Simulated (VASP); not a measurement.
# W (Im-3m) in VASP: notebook

Runs on W. Level: PBE. Tasks: single point, relaxation of cell and atoms.

Program: VASP 6.6.1. These are calculated values, not measurements. Logs are shortened: lines on timing, memory, paths and dates and some standing lists are left out, and cuts for length are marked.

### Step 1. The cell of the first run

The structure is cubic, space group Im-3m (No. 229). The conventional cell has a = 3.185 Å, b = 3.185 Å, c = 3.185 Å, α = 90.00°, β = 90.00°, γ = 90.00°. W (site symmetry m-3m) has 14 W at 2.76 to 3.18 Å within 3.6 Å.

### Step 2. Single point, PBE

Contents of INCAR:

```
ALGO     = Fast           # electronic algorithm
EDIFF    = 1E-7           # SCF threshold, eV
ENCUT    = 520            # plane-wave cutoff, eV
GGA      = PE             # functional
ISIF     = 2              # what is computed and relaxed
ISMEAR   = 0              # smearing method
LASPH    = T              # aspherical terms in the spheres
LCHARG   = T              # write CHGCAR
LELF     = T              # ELF
LREAL    = F              # projectors in reciprocal space
LVHAR    = T            
LWAVE    = F              # write WAVECAR
NBANDS   = 13             # bands
NELM     = 60             # most SCF steps
PREC     = Accurate       # precision mode
SIGMA    = 0.1            # smearing width, eV
```

Contents of KPOINTS:

```
k-points
0
Gamma
  12 12 12
```

Contents of POSCAR:

```
W
1.0
   -1.5923055280      1.5923055280      1.5923055280
    1.5923055280     -1.5923055280      1.5923055280
    1.5923055280      1.5923055280     -1.5923055280
W
1
Direct
    0.0000000000      0.0000000000      0.0000000000
```

Potentials or basis: VASP PAW PBE potentials, release 64 (W_sv).

The run is started by

```console
> cat potpaw_PBE.64/W_sv/POTCAR > POTCAR
> mpirun -np 1 vasp_std > vasp.out
```

OUTCAR:

```text
EDIFF = 1E-7
   ENCUT = 520
   GGA = PE
   ISIF = 2
   ISMEAR = 0
   LASPH = T
   LREAL = F
   NELM = 60
   PREC = Accurate

 ion  position               nearest neighbor table
   1  0.000  0.000  0.000-

  LATTYP: Found a body centered cubic cell.
 ALAT       =     3.1846110560

  Lattice vectors:

 A1 = (  -1.5923055280,   1.5923055280,   1.5923055280)
 A2 = (   1.5923055280,  -1.5923055280,   1.5923055280)
 A3 = (   1.5923055280,   1.5923055280,  -1.5923055280)

Analysis of symmetry for initial positions (statically):
=====================================================================
 Subroutine PRICEL returns:
 Original cell was already a primitive cell.

 Routine SETGRP: Setting up the symmetry group for a
 body centered cubic supercell.

 Subroutine GETGRP returns: Found 48 space group operations
 (whereof 48 operations were pure point group operations)
 out of a pool of 48 trial point group operations.

The static configuration has the point symmetry O_h .

Analysis of symmetry for dynamics (positions and initial velocities):
=====================================================================
 Subroutine PRICEL returns:
 Original cell was already a primitive cell.

 Routine SETGRP: Setting up the symmetry group for a
 body centered cubic supercell.

 Subroutine GETGRP returns: Found 48 space group operations
 (whereof 48 operations were pure point group operations)
 out of a pool of 48 trial point group operations.

The dynamic configuration has the point symmetry O_h .

 Subroutine INISYM returns: Found 48 space group operations
 (whereof 48 operations are pure point group operations),
 and found     1 'primitive' translations

----------------------------------------------------------------------------------------

                                     Primitive cell

  volume of cell :      16.1488

  direct lattice vectors                    reciprocal lattice vectors
    -1.592305528  1.592305528  1.592305528     0.000000000  0.314010089  0.314010089
     1.592305528 -1.592305528  1.592305528     0.314010089  0.000000000  0.314010089
     1.592305528  1.592305528 -1.592305528     0.314010089  0.314010089  0.000000000

  length of vectors
     2.757954076  2.757954076  2.757954076     0.444077326  0.444077326  0.444077326

  position of ions in fractional coordinates (direct lattice)
     0.000000000  0.000000000  0.000000000

  ion indices of the primitive-cell ions
   primitive index   ion index
                 1           1

----------------------------------------------------------------------------------------

 KPOINTS: k-points

Automatic generation of k-mesh.
 Grid dimensions read from file:
 generate k-points for:   12   12   12

 Generating k-lattice:

  Cartesian coordinates                     Fractional coordinates (reciprocal lattice)
     0.000000000  0.026167507  0.026167507     0.083333333  0.000000000  0.000000000
     0.026167507  0.000000000  0.026167507     0.000000000  0.083333333  0.000000000
     0.026167507  0.026167507  0.000000000     0.000000000  0.000000000  0.083333333

  Length of vectors
     0.037006444  0.037006444  0.037006444

  Shift w.r.t. Gamma in fractional coordinates (k-lattice)
     0.000000000  0.000000000  0.000000000

 Subroutine IBZKPT returns following result:
 ===========================================

 Found     72 irreducible k-points:

 Following reciprocal coordinates:
            Coordinates               Weight
  0.000000  0.000000  0.000000      1.000000
  0.083333  0.000000  0.000000     12.000000
  0.166667  0.000000  0.000000     12.000000
  0.250000  0.000000  0.000000     12.000000
  0.333333  0.000000  0.000000     12.000000
  0.416667  0.000000  0.000000     12.000000
[... 16 lines left out ...]
  0.333333  0.083333  0.083333     24.000000
  0.416667  0.083333  0.083333     12.000000
 [... further k-points ...]
   k-points           NKPTS =     72   k-points in BZ     NKDIM =     72   number of bands    NBANDS=     13
   number of dos      NEDOS =    301   number of ions     NIONS =      1
   total plane-waves  NPLWV =  13824
   dimension x,y,z NGX =    24 NGY =   24 NGZ =   24
   dimension x,y,z NGXF=    48 NGYF=   48 NGZF=   48
   ions per type =               1
   NGX,Y,Z   is equivalent  to a cutoff of  14.47, 14.47, 14.47 a.u.
   NGXF,Y,Z  is equivalent  to a cutoff of  28.93, 28.93, 28.93 a.u.
 SYSTEM =  unknown system
   PREC   = accura    normal or accurate (medium, high low for compatibility)
   ISTART =      0    job   : 0-new  1-cont  2-samecut
   ICHARG =      2    charge: 1-file 2-atom 10-const
   ISPIN  =      1    spin polarized calculation?
   LNONCOLLINEAR =      F non collinear calculations
   LSORBIT =      F    spin-orbit coupling
   LASPH  =      T    aspherical Exc in radial PAW
   ENCUT  =  520.0 eV  38.22 Ry    6.18 a.u.   5.13  5.13  5.13*2*pi/ulx,y,z
   NELM   =     60;   NELMIN=  2; NELMDL= -5     # of ELM steps
   EDIFF  = 0.1E-06   stopping-criterion for ELM
   LREAL  =      F    real-space projection
   EDIFFG = 0.1E-05   stopping-criterion for IOM
   NSW    =      0    number of steps for IOM
   IBRION =     -1    ionic relax: 0-MD 1-quasi-New 2-CG
   NFREE  =      0    steps in history (QN), initial steepest desc. (CG)
   ISIF   =      2    stress and relaxation
   ISYM   =      2    0-nonsym 1-usesym 2-fastsym
   POTIM  = 0.5000    time-step for ionic-motion
   TEBEG  =    0.0;   TEEND  =   0.0 temperature during run
   PSTRESS=    0.0 pullay stress
   NELECT =      14.0000    total number of electrons
   NUPDOWN=      -1.0000    fix difference up-down
   EMIN   =  10.00;   EMAX   =-10.00  energy-range for DOS
   EFERMI =   0.00;   METHOD = LEGACY
   ISMEAR =     0;   SIGMA  =   0.10  broadening in eV -4-tet -1-fermi 0-gaus
   EFERMI_NEDOS =   21; number of points for ismear=-14 and -15
   IALGO  =     68    algorithm
   IMIX   =      4    mixing-type and parameters
     AMIX     =   0.40;   BMIX     =  1.00
     AMIX_MAG =   1.60;   BMIX_MAG =  1.00
  volume/ion in A,a.u.               =      16.15       108.98
  Fermi-wavevector in a.u.,A,eV,Ry     =   1.561006  2.949873 33.153837  2.436738
  Thomas-Fermi vector in A             =   2.664134
   LORBIT       =      0    0 simple, 1 ext, 2 COOP (PROOUT), +10 PAW based schemes
   GGA     = PE    functional components
   LHFCALC =     F    Hartree Fock is set to
   AEXX    =    0.0000 exact exchange contribution
   IVDW    =     0    specifies the selected vdW correction
   LEPSILON=     F    determine dielectric tensor
   LRPA    =     F    only Hartree local field effects (RPA)
 non-spin polarized calculation
 RMM-DIIS sequential band-by-band and
 Gauss-broadening in eV      SIGMA  =   0.10
  energy-cutoff  :      520.00
  volume of cell :       16.15
 maximum number of plane-waves:       466
 NGX is ok and might be reduce to    24
   NGX = 11   NGY = 11   NGZ = 11

 number of electron      14.0000002 magnetization

 Free energy of the ion-electron system (eV)
  ---------------------------------------------------
  ext. energy  EPLUGINS =         0.00000000
  ---------------------------------------------------
  free energy    TOTEN  =       -12.95644583 eV

  energy without entropy =      -12.95349612  energy(sigma->0) =      -12.95497098

 E-fermi :  11.0699     XC(G=0): -13.5373

 val. band max:       11.0576686112   @ k =  -0.2500   0.3333   0.1667
 cond. band min:      11.1035099767   @ k =  -0.1667   0.1667   0.0833
 fundamental gap:      0.0458413655
 Fermi energy:        11.0699449251

 k-point     1 :       0.0000    0.0000    0.0000
  band No.  band energies     occupation
      1     -63.0415      2.00000
      2     -26.6290      2.00000
      3     -26.6290      2.00000
      4     -26.6290      2.00000
      5       1.6430      2.00000
      6       9.9744      2.00000
      7       9.9744      2.00000
      8       9.9744      2.00000
      9      13.3902      0.00000
     10      13.3903      0.00000
     11      25.6519      0.00000
     12      25.6519      0.00000
     13      25.6519      0.00000

 k-point     2 :       0.0833    0.0000    0.0000
  band No.  band energies     occupation
      1     -63.0333      2.00000
      2     -26.7162      2.00000
      3     -26.6564      2.00000
      4     -26.6294      2.00000
      5       1.9691      2.00000
      6       9.7791      2.00000
      7       9.9235      2.00000
      8      10.2902      2.00000
      9      13.0986      0.00000
     10      13.3939      0.00000
     11      25.9192      0.00000
     12      26.2079      0.00000
     13      26.4169      0.00000

 k-point     3 :       0.1667    0.0000    0.0000
  band No.  band energies     occupation
      1     -63.0108      2.00000
      2     -26.9496      2.00000
      3     -26.7305      2.00000
      4     -26.6305      2.00000
      5       2.8633      2.00000
      6       9.2876      2.00000
      7       9.6753      2.00000
      8      11.2141      0.04146
      9      12.7111      0.00000
     10      13.4364      0.00000
     11      26.3568      0.00000
     12      27.7722      0.00000
     13      27.8764      0.00000
[... 305 lines left out ...]
 k-point    23 :       0.3333    0.0833    0.0833
  band No.  band energies     occupation
      1     -62.9233      2.00000
      2     -27.7078      2.00000
      3     -27.0397      2.00000
      4     -26.7140      2.00000
      5       5.6935      2.00000
      6       7.7464      2.00000
      7      10.0753      2.00000
      8      13.4952      0.00000
      9      14.1584      0.00000
     10      17.6114      0.00000
     11      21.9810      0.00000
     12      23.7678      0.00000
     13      27.4581      0.00000

 k-point    24 :       0.4167    0.0833    0.0833
  band No.  band energies     occupation
      1     -62.9159      2.00000
      2     -27.7593      2.00000
      3     -27.0789      2.00000
      4     -26.7162      2.00000
      5       5.6679      2.00000
      6       7.6496      2.00000
      7      10.8615      1.99680
      8      13.5149      0.00000
      9      14.2676      0.00000
     10      18.4145      0.00000
     11      20.8489      0.00000
     12      23.3089      0.00000
     13      26.9237      0.00000

 [... further k-points ...]
[... 5 lines left out ...]
  --------------------------------------------------------------------------------------
  -------------------------------------------------------------------------------------
  Total        0.0491481      0.0491481      0.0491481     -0.0000000      0.0000000      0.0000000
  in kB        4.8761650      4.8761650      4.8761650     -0.0000000      0.0000000      0.0000000
  external PRESSURE =       4.8761650 kB  Pullay stress =       0.0000000 kB

 VOLUME and BASIS-vectors are now :
 -----------------------------------------------------------------------------
  energy-cutoff  :      520.00
  volume of cell :       16.15
      direct lattice vectors                 reciprocal lattice vectors
    -1.592305528  1.592305528  1.592305528     0.000000000  0.314010089  0.314010089
     1.592305528 -1.592305528  1.592305528     0.314010089  0.000000000  0.314010089
     1.592305528  1.592305528 -1.592305528     0.314010089  0.314010089  0.000000000

 POSITION                                       TOTAL-FORCE (eV/Angst)
 -----------------------------------------------------------------------------------
      0.00000      0.00000      0.00000        -0.000000      0.000000      0.000000
 -----------------------------------------------------------------------------------
    total drift:                               -0.000000      0.000000      0.000000

  FREE ENERGIE OF THE ION-ELECTRON SYSTEM (eV)
  ---------------------------------------------------
  free  energy   TOTEN  =       -12.9564458291 eV

  energy  without entropy=      -12.9534961216  energy(sigma->0) =      -12.95497098
```

Wall time 7 s (1 thread of Intel Xeon 6975P-C (Granite Rapids), shared host); peak memory 0.14 GiB.

What came out:

| Item | Value |
| --- | --- |
| Free energy | -12.9564 eV |
| Pressure | 0.5 GPa |
| Band gap on the k mesh | zero (band 7 reaches 16.20 eV, above the bottom of band 8 at 9.97 eV) |

Levels at points of the mesh, in eV from the Fermi level:
```
           k point  band 3  band 4  band 5  band 6  band 7  band 8  band 9  band 10  band 11  band 12
(0.00, 0.00, 0.00)  -37.70  -37.70   -9.43   -1.10   -1.10   -1.10    2.32     2.32    14.58    14.58
(0.50, 0.00, 0.00)  -38.09  -37.71   -6.05   -3.38    0.72    2.20    3.16     6.09    10.89    11.55
(0.50, 0.50, 0.50)  -38.55  -38.55   -5.58   -5.58    5.13    5.13    5.13     8.20     8.20     8.20
```

Caveat: spin-orbit coupling is left out, which moves the levels of the heavy elements.

(Continued in part 2 of 3.)
